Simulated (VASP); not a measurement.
# Na (P6_3/mmc) in VASP: further runs

Na is run at these levels: PBEsol; tasks: single point.

Program: VASP 6.6.1. These are calculated values, not measurements. Logs are shortened: lines on timing, memory, paths and dates and some standing lists are left out, and cuts for length are marked.

### Step 1. The cell of the first run

The structure is hexagonal, space group P6_3/mmc (No. 194). The conventional cell has a = 3.654 Å, b = 3.654 Å, c = 6.154 Å, α = 90.00°, β = 90.00°, γ = 120.00°. Na (site symmetry -6m2) has 12 Na at 3.65 to 3.73 Å within 4.8 Å.

### Step 2. Single point, PBEsol (equal xx and yy strain of -3 %)

File INCAR:

```
PREC = Accurate ; ENCUT = 520
EDIFF = 1E-7 ; ISMEAR = -1
SIGMA = 0.05 ; LREAL = F
LASPH = T ; NELM = 80
ALGO = Normal ; ISIF = 2
LWAVE = F ; LCHARG = T
GGA = PS ; LELF = T
LVHAR = T ; NBANDS = 14
```

File KPOINTS:

```
regular mesh
0
Gamma
  13 13 7
```

File POSCAR:

```
Na
1.0
    3.6539909677      0.0000000000      0.0000000000
   -1.8269954838      3.1644490032      0.0000000000
    0.0000000000      0.0000000000      6.1540000000
Na
2
Direct
    0.3333333333      0.6666666667      0.2500000000
    0.6666666667      0.3333333333      0.7500000000
```

Potentials or basis: VASP PAW PBE potentials, release 64 (Na_pv).

Launch:

```sh
> cat potpaw_PBE.64/Na_pv/POTCAR > POTCAR
> mpirun -np 1 vasp_std > vasp.out
```

OUTCAR:

```text
PREC = Accurate
   ENCUT = 520
   EDIFF = 1E-7
   ISMEAR = -1
   LREAL = F
   LASPH = T
   NELM = 80
   ISIF = 2
   GGA = PS

 ion  position               nearest neighbor table
   1  0.333  0.667  0.250-
   2  0.667  0.333  0.750-

  LATTYP: Found a hexagonal cell.
 ALAT       =     3.6539909677
 C/A-ratio  =     1.6841858818

  Lattice vectors:

 A1 = (   3.6539909677,   0.0000000000,   0.0000000000)
 A2 = (  -1.8269954838,   3.1644490032,   0.0000000000)
 A3 = (   0.0000000000,   0.0000000000,   6.1540000000)

Analysis of symmetry for initial positions (statically):
=====================================================================
 Subroutine PRICEL returns:
 Original cell was already a primitive cell.

 Routine SETGRP: Setting up the symmetry group for a
 hexagonal supercell.

 Subroutine GETGRP returns: Found 24 space group operations
 (whereof 12 operations were pure point group operations)
 out of a pool of 24 trial point group operations.

The static configuration has the point symmetry D_3d.
 The point group associated with its full space group is D_6h.

Analysis of symmetry for dynamics (positions and initial velocities):
=====================================================================
 Subroutine PRICEL returns:
 Original cell was already a primitive cell.

 Routine SETGRP: Setting up the symmetry group for a
 hexagonal supercell.

 Subroutine GETGRP returns: Found 24 space group operations
 (whereof 12 operations were pure point group operations)
 out of a pool of 24 trial point group operations.

The dynamic configuration has the point symmetry D_3d.
 The point group associated with its full space group is D_6h.

 Subroutine INISYM returns: Found 24 space group operations
 (whereof 12 operations are pure point group operations),
 and found     1 'primitive' translations

----------------------------------------------------------------------------------------

                                     Primitive cell

  volume of cell :      71.1579

  direct lattice vectors                    reciprocal lattice vectors
     3.653990968  0.000000000  0.000000000     0.273673364  0.158005390  0.000000000
    -1.826995484  3.164449003  0.000000000     0.000000000  0.316010781  0.000000000
     0.000000000  0.000000000  6.154000000     0.000000000  0.000000000  0.162495938

  length of vectors
     3.653990968  3.653990968  6.154000000     0.316010781  0.316010781  0.162495938

  position of ions in fractional coordinates (direct lattice)
     0.333333333  0.666666667  0.250000000
     0.666666667  0.333333333  0.750000000

  ion indices of the primitive-cell ions
   primitive index   ion index
                 1           1
                 2           2

----------------------------------------------------------------------------------------

 KPOINTS: regular mesh

Automatic generation of k-mesh.
 Grid dimensions read from file:
 generate k-points for:   13   13    7

 Generating k-lattice:

  Cartesian coordinates                     Fractional coordinates (reciprocal lattice)
     0.021051797  0.012154261  0.000000000     0.076923077  0.000000000  0.000000000
     0.000000000  0.024308522  0.000000000     0.000000000  0.076923077  0.000000000
     0.000000000  0.000000000  0.023213705     0.000000000  0.000000000  0.142857143

  Length of vectors
     0.024308522  0.024308522  0.023213705

  Shift w.r.t. Gamma in fractional coordinates (k-lattice)
     0.000000000  0.000000000  0.000000000

 Subroutine IBZKPT returns following result:
 ===========================================

 Found     84 irreducible k-points:

 Following reciprocal coordinates:
            Coordinates               Weight
  0.000000  0.000000  0.000000      1.000000
  0.076923  0.000000  0.000000      6.000000
  0.153846  0.000000  0.000000      6.000000
  0.230769  0.000000  0.000000      6.000000
  0.307692  0.000000  0.000000      6.000000
  0.384615  0.000000  0.000000      6.000000
[... 16 lines left out ...]
  0.076923  0.000000  0.142857     12.000000
  0.153846  0.000000  0.142857     12.000000
 [... further k-points ...]
   k-points           NKPTS =     84   k-points in BZ     NKDIM =     84   number of bands    NBANDS=     14
   number of dos      NEDOS =    301   number of ions     NIONS =      2
   total plane-waves  NPLWV =  37632
   dimension x,y,z NGX =    28 NGY =   28 NGZ =   48
   dimension x,y,z NGXF=    56 NGYF=   56 NGZF=   96
   ions per type =               2
   NGX,Y,Z   is equivalent  to a cutoff of  12.74, 12.74, 12.97 a.u.
   NGXF,Y,Z  is equivalent  to a cutoff of  25.48, 25.48, 25.93 a.u.
 SYSTEM =  unknown system
   PREC   = accura    normal or accurate (medium, high low for compatibility)
   ISTART =      0    job   : 0-new  1-cont  2-samecut
   ICHARG =      2    charge: 1-file 2-atom 10-const
   ISPIN  =      1    spin polarized calculation?
   LNONCOLLINEAR =      F non collinear calculations
   LSORBIT =      F    spin-orbit coupling
   LASPH  =      T    aspherical Exc in radial PAW
   ENCUT  =  520.0 eV  38.22 Ry    6.18 a.u.   6.79  6.79 11.44*2*pi/ulx,y,z
   NELM   =     80;   NELMIN=  2; NELMDL= -5     # of ELM steps
   EDIFF  = 0.1E-06   stopping-criterion for ELM
   LREAL  =      F    real-space projection
   EDIFFG = 0.1E-05   stopping-criterion for IOM
   NSW    =      0    number of steps for IOM
   IBRION =     -1    ionic relax: 0-MD 1-quasi-New 2-CG
   NFREE  =      0    steps in history (QN), initial steepest desc. (CG)
   ISIF   =      2    stress and relaxation
   ISYM   =      2    0-nonsym 1-usesym 2-fastsym
   POTIM  = 0.5000    time-step for ionic-motion
   TEBEG  =    0.0;   TEEND  =   0.0 temperature during run
   PSTRESS=    0.0 pullay stress
   NELECT =      14.0000    total number of electrons
   NUPDOWN=      -1.0000    fix difference up-down
   EMIN   =  10.00;   EMAX   =-10.00  energy-range for DOS
   EFERMI =   0.00;   METHOD = LEGACY
   ISMEAR =    -1;   SIGMA  =   0.05  broadening in eV -4-tet -1-fermi 0-gaus
   EFERMI_NEDOS =   21; number of points for ismear=-14 and -15
   IALGO  =     38    algorithm
   IMIX   =      4    mixing-type and parameters
     AMIX     =   0.40;   BMIX     =  1.00
     AMIX_MAG =   1.60;   BMIX_MAG =  1.00
  volume/ion in A,a.u.               =      35.58       240.10
  Fermi-wavevector in a.u.,A,eV,Ry     =   0.952160  1.799321 12.335153  0.906608
  Thomas-Fermi vector in A             =   2.080697
   LORBIT       =      0    0 simple, 1 ext, 2 COOP (PROOUT), +10 PAW based schemes
   GGA     = PS    functional components
   LHFCALC =     F    Hartree Fock is set to
   AEXX    =    0.0000 exact exchange contribution
   IVDW    =     0    specifies the selected vdW correction
   LEPSILON=     F    determine dielectric tensor
   LRPA    =     F    only Hartree local field effects (RPA)
 non-spin polarized calculation
  energy-cutoff  :      520.00
  volume of cell :       71.16
 maximum number of plane-waves:      1943
 NGX is ok and might be reduce to    28
   NGX = 13   NGY = 13   NGZ = 23

 number of electron      14.0000002 magnetization

 Free energy of the ion-electron system (eV)
  ---------------------------------------------------
  ext. energy  EPLUGINS =         0.00000000
  ---------------------------------------------------
  free energy    TOTEN  =        -2.80085841 eV

  energy without entropy =       -2.79421663  energy(sigma->0) =       -2.79753752

 E-fermi :   0.4272     XC(G=0):  -6.6101

 val. band max:        0.3509975520   @ k =   0.3077   0.2308   0.0000
 cond. band min:       0.4292122249   @ k =   0.3077   0.2308   0.1429
 fundamental gap:      0.0782146729
 Fermi energy:         0.4271754183

 k-point     1 :       0.0000    0.0000    0.0000
  band No.  band energies     occupation
      1     -24.3632      2.00000
      2     -24.3313      2.00000
      3     -24.3313      2.00000
      4     -24.3265      2.00000
      5     -24.3265      2.00000
      6     -24.3254      2.00000
      7      -2.9426      2.00000
      8       0.8338      0.00059
      9       1.2481      0.00000
     10      10.8949      0.00000
     11      10.8949      0.00000
     12      11.0259      0.00000
     13      11.3453      0.00000
     14      11.3453      0.00000

 k-point     2 :       0.0769    0.0000    0.0000
  band No.  band energies     occupation
      1     -24.3624      2.00000
      2     -24.3332      2.00000
      3     -24.3319      2.00000
      4     -24.3285      2.00000
      5     -24.3269      2.00000
      6     -24.3256      2.00000
      7      -2.8505      2.00000
      8       0.9151      0.00012
      9       1.3378      0.00000
     10       9.3083      0.00000
     11      10.2205      0.00000
     12      10.6082      0.00000
     13      11.6043      0.00000
     14      12.0945      0.00000

 k-point     3 :       0.1538    0.0000    0.0000
  band No.  band energies     occupation
      1     -24.3602      2.00000
      2     -24.3387      2.00000
      3     -24.3341      2.00000
      4     -24.3335      2.00000
      5     -24.3279      2.00000
      6     -24.3263      2.00000
      7      -2.5754      2.00000
      8       1.1594      0.00000
      9       1.6039      0.00000
     10       7.5003      0.00000
     11       9.4943      0.00000
     12       9.6355      0.00000
     13      10.8435      0.00000
     14      11.5095      0.00000

 k-point     4 :       0.2308    0.0000    0.0000
  band No.  band energies     occupation
      1     -24.3568      2.00000
      2     -24.3465      2.00000
      3     -24.3418      2.00000
      4     -24.3357      2.00000
      5     -24.3294      2.00000
      6     -24.3275      2.00000
      7      -2.1203      2.00000
      8       1.5675      0.00000
      9       2.0335      0.00000
     10       5.8054      0.00000
     11       8.6392      0.00000
     12       8.9048      0.00000
     13       9.1113      0.00000
     14      10.7212      0.00000

 k-point     5 :       0.3077    0.0000    0.0000
  band No.  band energies     occupation
      1     -24.3549      2.00000
      2     -24.3528      2.00000
      3     -24.3499      2.00000
      4     -24.3381      2.00000
      5     -24.3310      2.00000
      6     -24.3292      2.00000
      7      -1.4902      2.00000
      8       2.1405      0.00000
      9       2.5728      0.00000
     10       4.3017      0.00000
     11       7.5290      0.00000
[... 276 lines left out ...]
 k-point    22 :       0.0000    0.0000    0.1429
  band No.  band energies     occupation
      1     -24.3614      2.00000
      2     -24.3310      2.00000
      3     -24.3310      2.00000
      4     -24.3272      2.00000
      5     -24.3268      2.00000
      6     -24.3268      2.00000
      7      -2.8586      2.00000
      8      -0.0100      1.99968
      9       2.2335      0.00000
     10       9.9513      0.00000
     11      10.9551      0.00000
     12      10.9551      0.00000
     13      11.3833      0.00000
     14      11.3833      0.00000

 k-point    23 :       0.0769    0.0000    0.1429
  band No.  band energies     occupation
      1     -24.3607      2.00000
      2     -24.3330      2.00000
      3     -24.3316      2.00000
      4     -24.3294      2.00000
      5     -24.3271      2.00000
      6     -24.3268      2.00000
      7      -2.7667      2.00000
      8       0.0765      1.99820
      9       2.3177      0.00000
     10       9.3340      0.00000
     11      10.1106      0.00000
     12      10.2856      0.00000
     13      10.7290      0.00000
     14      12.0177      0.00000

 k-point    24 :       0.1538    0.0000    0.1429
  band No.  band energies     occupation
      1     -24.3588      2.00000
      2     -24.3383      2.00000
      3     -24.3349      2.00000
      4     -24.3332      2.00000
      5     -24.3282      2.00000
      6     -24.3274      2.00000
      7      -2.4920      2.00000
      8       0.3348      1.72750
      9       2.5680      0.00000
     10       7.5688      0.00000
     11       9.5126      0.00000
     12       9.5618      0.00000
     13      10.0502      0.00000
     14      11.1083      0.00000

 [... further k-points ...]

------------------------ aborting loop because EDIFF is reached ----------------------------------------

  FORCE on cell =-STRESS in cart. coord.  units (eV):
  Direction    XX          YY          ZZ          XY          YZ          ZX
  --------------------------------------------------------------------------------------
  -------------------------------------------------------------------------------------
  Total        0.1199656      0.1199656      0.0104447      0.0000000     -0.0000000      0.0000000
  in kB        2.7011221      2.7011221      0.2351711      0.0000000     -0.0000000      0.0000000
  external PRESSURE =       1.8791385 kB  Pullay stress =       0.0000000 kB

 VOLUME and BASIS-vectors are now :
 -----------------------------------------------------------------------------
  energy-cutoff  :      520.00
  volume of cell :       71.16
      direct lattice vectors                 reciprocal lattice vectors
     3.653990968  0.000000000  0.000000000     0.273673364  0.158005390  0.000000000
    -1.826995484  3.164449003  0.000000000     0.000000000  0.316010781  0.000000000
     0.000000000  0.000000000  6.154000000     0.000000000  0.000000000  0.162495938

 POSITION                                       TOTAL-FORCE (eV/Angst)
 -----------------------------------------------------------------------------------
     -0.00000      2.10963      1.53850         0.000000      0.000000      0.000000
      1.82700      1.05482      4.61550        -0.000000      0.000000      0.000000
 -----------------------------------------------------------------------------------
    total drift:                                0.000000     -0.000000      0.000000

  FREE ENERGIE OF THE ION-ELECTRON SYSTEM (eV)
  ---------------------------------------------------
  free  energy   TOTEN  =        -2.8008584053 eV

  energy  without entropy=       -2.7942166307  energy(sigma->0) =       -2.79753752
```

Wall time 35 s (1 thread of Intel Xeon Platinum 8488C (Sapphire Rapids), shared host); peak memory 0.21 GiB.

What came out:

* Free energy: -2.8009 eV
* Pressure: 0.2 GPa
* Band gap on the k mesh: zero (band 7 reaches 1.94 eV, above the bottom of band 8 at -1.62 eV)

Stress tensor (GPa, compression positive):
```
0.27 0.00 0.00
0.00 0.27 0.00
0.00 0.00 0.02
```

Levels at points of the mesh, in eV from the Fermi level:
| k point | band 4 | band 5 | band 6 | band 7 | band 8 | band 9 | band 10 | band 11 |
| --- | --- | --- | --- | --- | --- | --- | --- | --- |
| (0.00, 0.00, 0.00) | -24.75 | -24.75 | -24.75 | -3.37 | 0.41 | 0.82 | 10.47 | 10.47 |

Caveat: the cell differs from its parent crystal (equal xx and yy strain of -3 %); the PAW data sets were made with another functional, which shifts forces and pressure a little.

(Continued in part 2 of 2.)
